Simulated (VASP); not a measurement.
# Rb (Im-3m) in VASP: notebook

The runs below take Rb through single point, with BLYP.

Everything below comes from runs of VASP 6.6.1. Logs are shortened: lines on timing, memory, paths and dates and some standing lists are left out, and cuts for length are marked.

**1. The cell of the first run**

Symmetry: Im-3m, No. 229, cubic system. Conventional cell: a = 5.517 Å, b = 5.517 Å, c = 5.517 Å, α = 90.00°, β = 90.00°, γ = 90.00°.

**2. Single point, BLYP (volume scaled by 0.88)**

Input file INCAR:

```
SYSTEM = Rb
AGGAC = 1.0
AGGAX = 1.0
ALDAC = 0.0
ALDAX = 1.0
ALGO = Normal
EDIFF = 1E-6
ENCUT = 520
GGA = B5
ISIF = 2
ISMEAR = -1
LASPH = .True.
LCHARG = .False.
LREAL = .False.
LWAVE = .False.
NBANDS = 10
NELM = 100
PREC = Accurate
SIGMA = 0.1
```

Input file KPOINTS:

```
k-points
0
Gamma
  13 13 13
  0 0 0
```

Input file POSCAR:

```
Rb
1.0
   -2.7585754597      2.7585754597      2.7585754597
    2.7585754597     -2.7585754597      2.7585754597
    2.7585754597      2.7585754597     -2.7585754597
Rb
1
Direct
    0.0000000000      0.0000000000      0.0000000000
```

Potentials or basis: VASP PAW PBE potentials, release 64 (Rb_sv).

Started as:

```
$ cat potpaw_PBE.64/Rb_sv/POTCAR > POTCAR
$ mpirun -np 1 vasp_std > vasp.out
```

OUTCAR:

```text
SYSTEM = Rb
   EDIFF = 1E-6
   ENCUT = 520
   GGA = B5
   ISIF = 2
   ISMEAR = -1
   LASPH = .True.
   LREAL = .False.
   NELM = 100
   PREC = Accurate

 ion  position               nearest neighbor table
   1  0.000  0.000  0.000-

  LATTYP: Found a body centered cubic cell.
 ALAT       =     5.5171509194

  Lattice vectors:

 A1 = (  -2.7585754597,   2.7585754597,   2.7585754597)
 A2 = (   2.7585754597,  -2.7585754597,   2.7585754597)
 A3 = (   2.7585754597,   2.7585754597,  -2.7585754597)

Analysis of symmetry for initial positions (statically):
=====================================================================
 Subroutine PRICEL returns:
 Original cell was already a primitive cell.

 Routine SETGRP: Setting up the symmetry group for a
 body centered cubic supercell.

 Subroutine GETGRP returns: Found 48 space group operations
 (whereof 48 operations were pure point group operations)
 out of a pool of 48 trial point group operations.

The static configuration has the point symmetry O_h .

Analysis of symmetry for dynamics (positions and initial velocities):
=====================================================================
 Subroutine PRICEL returns:
 Original cell was already a primitive cell.

 Routine SETGRP: Setting up the symmetry group for a
 body centered cubic supercell.

 Subroutine GETGRP returns: Found 48 space group operations
 (whereof 48 operations were pure point group operations)
 out of a pool of 48 trial point group operations.

The dynamic configuration has the point symmetry O_h .

 Subroutine INISYM returns: Found 48 space group operations
 (whereof 48 operations are pure point group operations),
 and found     1 'primitive' translations

----------------------------------------------------------------------------------------

                                     Primitive cell

  volume of cell :      83.9682

  direct lattice vectors                    reciprocal lattice vectors
    -2.758575460  2.758575460  2.758575460     0.000000000  0.181252972  0.181252972
     2.758575460 -2.758575460  2.758575460     0.181252972  0.000000000  0.181252972
     2.758575460  2.758575460 -2.758575460     0.181252972  0.181252972  0.000000000

  length of vectors
     4.777992853  4.777992853  4.777992853     0.256330411  0.256330411  0.256330411

  position of ions in fractional coordinates (direct lattice)
     0.000000000  0.000000000  0.000000000

  ion indices of the primitive-cell ions
   primitive index   ion index
[... 72 lines left out ...]
   NELM   =    100;   NELMIN=  2; NELMDL= -5     # of ELM steps
   EDIFF  = 0.1E-05   stopping-criterion for ELM
   LREAL  =      F    real-space projection
   EDIFFG = 0.1E-04   stopping-criterion for IOM
   NSW    =      0    number of steps for IOM
   IBRION =     -1    ionic relax: 0-MD 1-quasi-New 2-CG
   NFREE  =      0    steps in history (QN), initial steepest desc. (CG)
   ISIF   =      2    stress and relaxation
   ISYM   =      2    0-nonsym 1-usesym 2-fastsym
   POTIM  = 0.5000    time-step for ionic-motion
   TEBEG  =    0.0;   TEEND  =   0.0 temperature during run
   PSTRESS=    0.0 pullay stress
   NELECT =       9.0000    total number of electrons
   NUPDOWN=      -1.0000    fix difference up-down
   EMIN   =  10.00;   EMAX   =-10.00  energy-range for DOS
   EFERMI =   0.00;   METHOD = LEGACY
   ISMEAR =    -1;   SIGMA  =   0.10  broadening in eV -4-tet -1-fermi 0-gaus
   EFERMI_NEDOS =   21; number of points for ismear=-14 and -15
   IALGO  =     38    algorithm
   IMIX   =      4    mixing-type and parameters
     AMIX     =   0.40;   BMIX     =  1.00
     AMIX_MAG =   1.60;   BMIX_MAG =  1.00
  volume/ion in A,a.u.               =      83.97       566.65
  Fermi-wavevector in a.u.,A,eV,Ry     =   0.777650  1.469545  8.227979  0.604739
  Thomas-Fermi vector in A             =   1.880381
   LORBIT       =      0    0 simple, 1 ext, 2 COOP (PROOUT), +10 PAW based schemes
   GGA     = B5    functional components
   LHFCALC =     F    Hartree Fock is set to
   AEXX    =    0.0000 exact exchange contribution
   IVDW    =     0    specifies the selected vdW correction
   LEPSILON=     F    determine dielectric tensor
   LRPA    =     F    only Hartree local field effects (RPA)
 non-spin polarized calculation
  energy-cutoff  :      520.00
  volume of cell :       83.97
 maximum number of plane-waves:      2289
   NGX = 17   NGY = 17   NGZ = 17

 number of electron       9.0000000 magnetization

 Free energy of the ion-electron system (eV)
  ---------------------------------------------------
  ext. energy  EPLUGINS =         0.00000000
  ---------------------------------------------------
  free energy    TOTEN  =        -0.60538107 eV

  energy without entropy =       -0.57571514  energy(sigma->0) =       -0.59054811

 E-fermi :   0.6418     XC(G=0):  -5.2675

 val. band max:        0.5885478062   @ k =  -0.3077   0.4615   0.0769
 cond. band min:       0.6562004598   @ k =  -0.3077   0.3077   0.3077
 fundamental gap:      0.0676526536
 Fermi energy:         0.6417566315

 k-point     1 :       0.0000    0.0000    0.0000
  band No.  band energies     occupation
      1     -28.3512      2.00000
      2     -12.4372      2.00000
      3     -12.4372      2.00000
      4     -12.4372      2.00000
      5      -1.4451      2.00000
      6       4.1600      0.00000
      7       4.1600      0.00000
      8       4.1600      0.00000
      9       5.1711      0.00000
     10       5.1711      0.00000
[... 287 lines left out ...]
 k-point    24 :       0.2308    0.0769    0.0769
  band No.  band energies     occupation
      1     -28.3467      2.00000
      2     -12.5273      2.00000
      3     -12.4649      2.00000
      4     -12.4436      2.00000
      5      -0.1887      1.99951
      6       2.6722      0.00000
      7       3.1103      0.00000
      8       5.0852      0.00000
      9       5.2675      0.00000
     10       5.3791      0.00000

 [... further k-points ...]
[... 5 lines left out ...]
  --------------------------------------------------------------------------------------
  -------------------------------------------------------------------------------------
  Total        0.2019564      0.2019564      0.2019564     -0.0000000      0.0000000      0.0000000
  in kB        3.8534853      3.8534853      3.8534853     -0.0000000      0.0000000      0.0000000
  external PRESSURE =       3.8534853 kB  Pullay stress =       0.0000000 kB

 VOLUME and BASIS-vectors are now :
 -----------------------------------------------------------------------------
  energy-cutoff  :      520.00
  volume of cell :       83.97
      direct lattice vectors                 reciprocal lattice vectors
    -2.758575460  2.758575460  2.758575460     0.000000000  0.181252972  0.181252972
     2.758575460 -2.758575460  2.758575460     0.181252972  0.000000000  0.181252972
     2.758575460  2.758575460 -2.758575460     0.181252972  0.181252972  0.000000000

 POSITION                                       TOTAL-FORCE (eV/Angst)
 -----------------------------------------------------------------------------------
      0.00000      0.00000      0.00000        -0.000000     -0.000000      0.000000
 -----------------------------------------------------------------------------------
    total drift:                               -0.000000      0.000000      0.000000

  FREE ENERGIE OF THE ION-ELECTRON SYSTEM (eV)
  ---------------------------------------------------
  free  energy   TOTEN  =        -0.6053810741 eV

  energy  without entropy=       -0.5757151438  energy(sigma->0) =       -0.59054811
```

It took 22 s on 1 thread of Intel Xeon 6975P-C (Granite Rapids), shared host; peak memory 0.23 GiB.

Results:

- Free energy: -0.6054 eV
- Pressure: 0.4 GPa

Caveat: the PAW data sets were made with another functional, which shifts forces and pressure a little.

**3. Single point, BLYP (volume scaled by 0.92)**

Input file INCAR:

```
PREC = Accurate
ENCUT = 520
EDIFF = 1E-7
ISMEAR = -1
SIGMA = 0.1
LREAL = False
LASPH = True
NELM = 100
ALGO = Normal
ISIF = 2
LWAVE = False
LCHARG = False
GGA = B5
ALDAX = 1.0
AGGAX = 1.0
AGGAC = 1.0
ALDAC = 0.0
NBANDS = 10
```

Input file KPOINTS:

```
Automatic mesh
0
Gamma
  13 13 13
```

Input file POSCAR:

```
Rb
1.0
   -2.7997542987      2.7997542987      2.7997542987
    2.7997542987     -2.7997542987      2.7997542987
    2.7997542987      2.7997542987     -2.7997542987
Rb
1
Direct
    0.0000000000      0.0000000000      0.0000000000
```

Potentials or basis: VASP PAW PBE potentials, release 64 (Rb_sv).

Started as:

```
$ cat potpaw_PBE.64/Rb_sv/POTCAR > POTCAR
$ mpirun -np 1 vasp_std > vasp.out
```

Wall time 26 s (1 thread of Intel Xeon 6975P-C (Granite Rapids), shared host); peak memory 0.23 GiB.

The run converged. Its results:

```
Free energy : -0.6127 eV
Pressure    : 0.2 GPa
```

Levels at points of the mesh, in eV from the Fermi level:
```
           k point  band 1  band 2  band 3  band 4  band 5  band 6  band 7  band 8
(0.00, 0.00, 0.00)  -29.01  -13.10  -13.10  -13.10   -2.03    3.48    3.48    3.48
```

Caveat: the PAW data sets were made with another functional, which shifts forces and pressure a little.

**4. Single point, BLYP (volume scaled by 0.96)**

Input file INCAR:

```
SYSTEM = Rb
PREC     = Accurate       ! precision mode
ENCUT    = 520            ! plane-wave cutoff, eV
EDIFF    = 1E-6           ! SCF threshold, eV
ISMEAR   = -1             ! smearing method
SIGMA    = 0.1            ! smearing width, eV
LREAL    = .FALSE.        ! projectors in reciprocal space
LASPH    = .TRUE.         ! aspherical terms in the spheres
NELM     = 80             ! most SCF steps
ALGO     = Normal         ! electronic algorithm
ISIF     = 2              ! what is computed and relaxed
LWAVE    = .FALSE.        ! write WAVECAR
LCHARG   = .FALSE.        ! write CHGCAR
GGA      = B5             ! functional
ALDAX    = 1.0          
AGGAX    = 1.0          
AGGAC    = 1.0          
ALDAC    = 0.0          
NBANDS   = 10             ! bands
```

Input file KPOINTS:

```
regular mesh
0
G
  13 13 13
  0 0 0
```

Input file POSCAR:

```
Rb
1.0
   -2.8397561932      2.8397561932      2.8397561932
    2.8397561932     -2.8397561932      2.8397561932
    2.8397561932      2.8397561932     -2.8397561932
Rb
1
Direct
    0.0000000000      0.0000000000      0.0000000000
```

Started as:

```
$ cat potpaw_PBE.64/Rb_sv/POTCAR > POTCAR
$ mpirun -np 1 vasp_std > vasp.out
```

Run time: 33 s. Hardware: 1 thread of Intel Xeon 6975P-C (Granite Rapids), shared host; peak memory 0.26 GiB.

The run converged. Its results:

```
Free energy : -0.6168 eV
Pressure    : 0.1 GPa
```

Levels at points of the mesh, in eV from the Fermi level:
```tsv
k point	band 1	band 2	band 3	band 4	band 5	band 6	band 7	band 8	band 9
(0.00, 0.00, 0.00)	-29.02	-13.12	-13.12	-13.12	-1.97	3.44	3.44	3.44	4.40
```

Caveat: the PAW data sets were made with another functional, which shifts forces and pressure a little.

**5. The runs side by side**

| cell | gap on the mesh (eV) | pressure (GPa) |
| --- | --- | --- |
| a = 4.778 Å, angles 109.5°, 1 atom | none | 0.4 |
| a = 4.849 Å, angles 109.5°, 1 atom | none | 0.2 |
| a = 4.919 Å, angles 109.5°, 1 atom | none | 0.1 |

Alike in all rows: task single point; level BLYP; potentials or basis VASP PAW PBE potentials, release 64 (Rb_sv); no spin polarisation; k mesh 13 × 13 × 13; cutoff (eV) 520; smearing fermi-dirac 0.1 eV.

Caveats: the PAW data sets were made with another functional, which shifts forces and pressure a little.

Absolute energies hang on the potentials; compare differences alone.
